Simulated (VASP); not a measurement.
**SnTe: single point with HSE06**

The system is SnTe.

```
Sn Te
1.0
     0.00000    3.10960    3.10960
     3.10960    0.00000    3.10960
     3.10960    3.10960    0.00000
Sn Te
1 1
Direct
  0.00000 0.00000 0.00000
  0.50000 0.50000 0.50000
```

This cell differs from its parent crystal: strain -2.5%.

* Program: VASP 6.6.1
* Task: single point
* Functional: HSE06
* Potentials or basis: VASP PAW PBE potentials, release 64 (Sn_d, Te)
* Cutoff: 520 eV
* k mesh: 6 × 6 × 6
* Occupations: fermi-dirac, width 0.02 eV
* Spin: no spin polarisation

```yaml
Pressure: 3.0 GPa
Band_gap_on_the_k_mesh: 0.12 eV
```

Levels at points of the mesh, in eV from the valence-band top:
```tsv
k point	band 7	band 8	band 9	band 10	band 11	band 12	band 13	band 14
(0.00, 0.00, 0.00)	-5.02	-2.79	-2.79	-2.79	3.85	3.85	3.85	4.95
(0.50, 0.00, 0.00)	-9.73	-2.43	-2.43	0.00	0.12	0.34	0.34	8.40
(0.50, 0.50, 0.00)	-7.31	-6.81	-4.66	-4.66	2.12	5.69	5.69	7.38
```

Wall time 2.7 h on 1 thread of Oxide Virtual Turin-like Processor (shared host), peak memory 0.3 GiB.

Caveat: the cell differs from its parent crystal (strain -2.5%); the cell stands under pressure; the PAW data sets were made with another functional, which shifts forces and pressure a little; spin-orbit coupling is left out, which moves the levels of the heavy elements. A k mesh can miss the band edges.
